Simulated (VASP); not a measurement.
Set up this calculation in VASP 6.6.1, as the native input.

```yaml
Task: single point
Functional: PBEsol
Potentials_or_basis: VASP PAW PBE potentials, release 64 (Pb_d)
Cutoff: 520 eV
k_mesh: 18 × 18 × 18
Occupations: gaussian, width 0.15 eV
Spin: no spin polarisation
Dipole_correction: no
Further_INCAR_settings: ALGO = Fast; EDIFF = 1e-06; NBANDS = 13
```

The structure of Pb lies in POSCAR:

```
Pb
1.0
    0.3098894379      2.6340602220      2.6340602220
    2.6340602220      0.3098894379      2.6340602220
    2.6340602220      2.6340602220      0.3098894379
Pb
1
Direct
    0.0000000000      0.0000000000      0.0000000000
```

This cell differs from its parent crystal: ratio of the length along [111] to the lengths across it x 1.2, volume and fractional coordinates fixed.

One way to write it, as run:

INCAR

```
SYSTEM = Pb
PREC = Accurate
ENCUT = 520
EDIFF = 1E-6
ISMEAR = 0
SIGMA = 0.15
LREAL = .FALSE.
LASPH = .TRUE.
NELM = 80
ALGO = Fast
ISIF = 2
LWAVE = .FALSE.
LCHARG = .FALSE.
GGA = PS
NBANDS = 13
```

KPOINTS

```
Automatic mesh
0
G
  18 18 18
  0 0 0
```

Potentials or basis: VASP PAW PBE potentials, release 64 (Pb_d).

Launch:

```bash
$ cat potpaw_PBE.64/Pb_d/POTCAR > POTCAR
$ mpirun -np 1 vasp_std > vasp.out
```

Results of the run:

```json
{"Pressure": "1.4 GPa", "Band gap on the k mesh": "zero (bands 7 and 8 overlap by 5.90 eV)"}
```

Caveat: the PAW data sets were made with another functional, which shifts forces and pressure a little; spin-orbit coupling is left out, which moves the levels of the heavy elements.

Run time: 2.5 min on 1 thread of Intel(R) Xeon(R) Platinum 8488C (Sapphire Rapids), on a shared host, peak memory 0.32 GiB.
